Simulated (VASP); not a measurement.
Wanted: the native input for a VASP 6.6.1 run.

| Property | Result |
| --- | --- |
| Task | single point |
| Functional | PBE |
| Potentials or basis | VASP PAW PBE potentials, release 64 (Si, C) |
| Cutoff | 520 eV |
| k mesh | 12 × 12 × 12 |
| Occupations | gaussian, width 0.05 eV |
| Spin | no spin polarisation |
| Dipole correction | no |
| Further INCAR settings | ALGO = Normal; EDIFF = 1e-07; NBANDS = 11 |

The structure of SiC lies in POSCAR:

```
SiC
1.0
    0.0000000000      2.3189490540      2.3189490540
    2.3189490540      0.0000000000      2.3189490540
    2.1999096692      2.1999096692      0.1190393848
Si C
1 1
Direct
    0.0000000000      0.0000000000      0.0000000000
    0.7500000000      0.7500000000      0.7500000000
```

One way to write it, as run:

INCAR

```
SYSTEM = SiC
ALGO = Normal ; EDIFF = 1E-7
ENCUT = 520 ; GGA = PE
ISIF = 2 ; ISMEAR = 0
LASPH = .TRUE. ; LCHARG = .FALSE.
LREAL = .FALSE. ; LWAVE = .FALSE.
NBANDS = 11 ; NELM = 80
PREC = Accurate ; SIGMA = 0.05
```

KPOINTS

```
k-points
0
G
  12 12 12
  0 0 0
```

Potentials or basis: VASP PAW PBE potentials, release 64 (Si, C).

Command:

```bash
$ cat potpaw_PBE.64/Si/POTCAR potpaw_PBE.64/C/POTCAR > POTCAR
$ mpirun -np 1 vasp_std > vasp.out
```

It gave:

```
Pressure               : -14.6 GPa
Largest force          : 0.604 eV/Å
Band gap on the k mesh : 1.18 eV, indirect (least direct gap 3.90 eV)
```

It took 14 s on 1 thread of Intel(R) Xeon(R) Platinum 8559C (Emerald Rapids), with other jobs on the host, peak memory 0.16 GiB.
